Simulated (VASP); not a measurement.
Crystal: ZrO2.

```
Zr O
1.0
     3.54733    0.00000    0.00000
     0.00000    3.54733    0.00000
     0.00000    0.00000    5.14955
Zr O
2 4
Direct
  0.00000 0.00000 0.00000
  0.50000 0.50000 0.50000
  0.00000 0.50000 0.30321
  0.00000 0.50000 0.80321
  0.50000 0.00000 0.69679
  0.50000 0.00000 0.19679
```

This cell differs from its parent crystal: equal strain along all axes, cell held: -1.5 %.

| Item | Value |
| --- | --- |
| Program | VASP 6.6.1 |
| Task | relaxation of the atoms |
| Functional | r2SCAN |
| Potentials or basis | VASP PAW PBE potentials, release 64 (Zr_sv, O) |
| Cutoff | 580 eV |
| k mesh | 6 × 6 × 6 |
| Occupations | gaussian, width 0.02 eV |
| Spin | no spin polarisation |

At the start: pressure 12.7 GPa; volume 10.80 Å³/atom.

Task: How do energy, volume and symmetry change on relaxing?

Result: Over 4 steps the energy falls by 4.7 meV/atom at a fixed cell; space group P4_2/nmc (No. 137, to 0.1 Å) before and after.

Step by step:
| step | energy change (eV) | largest force (eV/Å) | pressure (GPa) |
| --- | --- | --- | --- |
| 1 | 0.0000 | 0.2906 | 12.67 |
| 2 | -0.0137 | 0.1994 | 11.85 |
| 3 | -0.0278 | 0.0215 | 9.68 |
| 4 | -0.0280 | 0.0026 | 9.87 |

Final structure:
```cif
data_structure
_symmetry_space_group_name_H-M 'P 1'
_symmetry_Int_Tables_number 1
_cell_length_a 3.5473
_cell_length_b 3.5473
_cell_length_c 5.1495
_cell_angle_alpha 90.000
_cell_angle_beta 90.000
_cell_angle_gamma 90.000
_cell_volume 64.80
loop_
_atom_site_label
_atom_site_type_symbol
_atom_site_fract_x
_atom_site_fract_y
_atom_site_fract_z
_atom_site_occupancy
Zr1 Zr 0.00000 0.00000 0.00000 1
Zr2 Zr 0.50000 0.50000 0.50000 1
O1 O 0.00000 0.50000 0.29312 1
O2 O 0.00000 0.50000 0.79312 1
O3 O 0.50000 0.00000 0.70688 1
O4 O 0.50000 0.00000 0.20688 1
```

Caveat: the cell differs from its parent crystal (equal strain along all axes, cell held: -1.5 %); the PAW data sets were made with another functional, which shifts forces and pressure a little.
